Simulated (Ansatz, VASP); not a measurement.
Si7P in VASP and in Ansatz

Contents of INCAR:

```
ALGO     = Normal         # electronic algorithm
EDIFF    = 1E-6           # SCF threshold, eV
EDIFFG   = -0.025         # ionic threshold
ENCUT    = 600            # plane-wave cutoff, eV
GGA      = PE             # functional
IBRION   = 2              # ionic algorithm
ISIF     = 3              # what is computed and relaxed
ISMEAR   = 0              # smearing method
LASPH    = True           # aspherical terms in the spheres
LCHARG   = False          # write CHGCAR
LREAL    = False          # projectors in reciprocal space
LWAVE    = False          # write WAVECAR
NELM     = 100            # most SCF steps
NSW      = 80             # ionic steps
PREC     = Accurate       # precision mode
SIGMA    = 0.2            # smearing width, eV
```

File KPOINTS:

```
k-points
0
Gamma
  4 4 4
```

File POSCAR:

```
Si7P
1.0
    5.4098123223      0.0509844443      0.0097910814
    0.0509844443      5.2998092237     -0.0448175360
    0.0097910814     -0.0448175360      5.3704376823
Si P
7 1
Direct
    0.0061730099      0.4927202431      0.5067310410
    0.7288692951      0.7576172491      0.2618475655
    0.5070275347     -0.0016293149      0.5144028955
    0.7415124871      0.2508051016      0.7502484275
    0.5023044719      0.5036186355     -0.0031919124
    0.2499877078      0.7491609723      0.7414207098
    0.2712588244      0.2480897598      0.2358067414
   -0.0071333309     -0.0003826465     -0.0072654683
```

Input for Ansatz:

```yaml
crystal:
  lattice:
    - [5.4098123223, 0.0509844443, 0.0097910814]
    - [0.0509844443, 5.2998092237, -0.044817536]
    - [0.0097910814, -0.044817536, 5.3704376823]
  atoms:
    - { symbol: Si, position: [0.0061730099, 0.4927202431, 0.506731041] }
    - { symbol: Si, position: [0.7288692951, 0.7576172491, 0.2618475655] }
    - { symbol: Si, position: [0.5070275347, -0.0016293149, 0.5144028955] }
    - { symbol: Si, position: [0.7415124871, 0.2508051016, 0.7502484275] }
    - { symbol: Si, position: [0.5023044719, 0.5036186355, -0.0031919124] }
    - { symbol: Si, position: [0.2499877078, 0.7491609723, 0.7414207098] }
    - { symbol: Si, position: [0.2712588244, 0.2480897598, 0.2358067414] }
    - { symbol: P, position: [-0.0071333309, -0.0003826465, -0.0072654683] }
basis:
  ecutwfc: 420
kpoints:
  mp_grid: { grid: [4, 4, 4] }
hamiltonian:
  xc: pbe
scf:
  occupations: { method: gaussian, width: 0.2 }
  lower_state_search: "off"
output:
  forces: true
  stress: true
  eigenvalues: true
relax:
  adjacent_minimum: "off"
  f_tol: 0.025
  max_steps: 60
  cell: { stress_tol: 0.25 }
```

Change from the starting cell: cell x1, atoms moved at random (sigma 0.05 Å) and cell strained at random (1.5 %), then relaxed without symmetry.

Alike in both runs: task relaxation of cell and atoms; functional PBE; k mesh 4 × 4 × 4; occupations gaussian, width 0.2 eV; no spin polarisation.

|  | VASP | Ansatz |
| --- | --- | --- |
| version | VASP 6.6.1 | Ansatz 0.2.0 |
| potentials or method | VASP PAW PBE potentials, release 64 (Si, P), cutoff 600 eV | scalar-relativistic, plane waves, PAW |
| valence electrons in the cell | 33 | 33 |

Ansatz gave:

```
gap on the k mesh at the Fermi level, each at its own relaxed structure (eV) : none
relaxed volume (Å³/atom)                                                     : 19.91
relaxed cell length with the largest relative difference (Å)                 : 5.419
```

Question: Estimate VASP's values.

Answer: gap on the k mesh at the Fermi level, each at its own relaxed structure (eV): none; relaxed volume (Å³/atom): 19.92; relaxed cell length with the largest relative difference (Å): 5.415.

A gap of «none» marks a metal or a gap that the smearing closes.

Noted on VASP's run: too few bands were computed for a metal, which touches its energy and stress.
